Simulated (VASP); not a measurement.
A run of VASP 6.6.1 is set up as follows.

Contents of INCAR:

```
ALGO = Normal
EDIFF = 1E-6
ENCUT = 520
GGA = PE
ISIF = 2
ISMEAR = -1
LASPH = True
LCHARG = True
LELF = True
LREAL = False
LVHAR = True
LWAVE = False
NBANDS = 8
NELM = 80
PREC = Accurate
SIGMA = 0.08
```

The input KPOINTS:

```
k-points
0
Gamma
  23 23 23
```

Contents of POSCAR:

```
C
1.0
    1.5991169085      0.0000000000      0.0000000000
    0.0000000000      1.5991169085      0.0000000000
    0.0000000000      0.0000000000      1.5991169085
C
1
Direct
    0.0000000000      0.0000000000      0.0000000000
```

Potentials or basis: VASP PAW PBE potentials, release 64 (C).

Launch:

```console
$ cat potpaw_PBE.64/C/POTCAR > POTCAR
$ mpirun -np 1 vasp_std > vasp.out
```

Task: Predict the band gap on the k mesh.

Result: Zero (band 2 reaches 28.48 eV, above the bottom of band 3 at 14.91 eV).

Task: Estimate the pressure.

Result: 190.6 GPa.
